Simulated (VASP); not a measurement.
Write the native input for VASP 6.6.1 that does the following.

```
Task                   : relaxation of cell and atoms
Functional             : LDA
Potentials or basis    : VASP PAW LDA potentials, release 64 (In_d, Rh_pv)
Cutoff                 : 600 eV
k mesh                 : 14 × 14 × 14
Occupations            : fermi-dirac, width 0.15 eV
Spin                   : no spin polarisation
Target pressure        : 3 GPa
Dipole correction      : no
Further INCAR settings : ALGO = Fast; EDIFF = 1e-06; IBRION = 2; EDIFFG = -0.001; NSW = 80; ISIF = 3
```

The structure of InRh lies in POSCAR:

```
InRh
1.0
    3.1616359611      0.0000000000      0.0000000000
    0.0000000000      3.1616359611      0.0000000000
    0.0000000000      0.0000000000      3.1616359611
In Rh
1 1
Direct
    0.5000000000      0.5000000000      0.5000000000
    0.0000000000      0.0000000000      0.0000000000
```

These files were run (other wordings do the same):

INCAR

```
PREC = Accurate ; ENCUT = 600
EDIFF = 1E-6 ; ISMEAR = -1
SIGMA = 0.15 ; LREAL = F
LASPH = T ; NELM = 100
ALGO = Fast ; ISIF = 3
LWAVE = F ; LCHARG = F
GGA = CA ; IBRION = 2
NSW = 80 ; EDIFFG = -0.001
PSTRESS = 30.0
```

KPOINTS

```
Automatic mesh
0
Gamma
  14 14 14
```

Potentials or basis: VASP PAW LDA potentials, release 64 (In_d, Rh_pv).

Launch:

```sh
$ cat potpaw_LDA.64/In_d/POTCAR potpaw_LDA.64/Rh_pv/POTCAR > POTCAR
$ mpirun -np 1 vasp_std > vasp.out
```

Results of the run:

* Relaxed volume: 15.62 Å³/atom
* Relaxed cell: a = 3.149 Å, b = 3.149 Å, c = 3.149 Å, α = 90.00°, β = 90.00°, γ = 90.00°
* Space group after relaxing (to 0.05 Å): Pm-3m (No. 221)
* Energy change on relaxing (the enthalpy is what falls): +2.1 meV/atom
* Ionic steps: 12
* Pressure after relaxing: 3.0 GPa
* Band gap on the k mesh: zero (band 14 reaches 13.68 eV, above the bottom of band 15 at 11.55 eV)

Caveat: the cell is relaxed towards a set pressure, so the enthalpy falls and the energy may rise; spin-orbit coupling is left out, which moves the levels of the heavy elements.

It took 6 min on 1 thread of Intel Xeon 6975P-C, with other jobs on the host, peak memory 0.22 GiB.
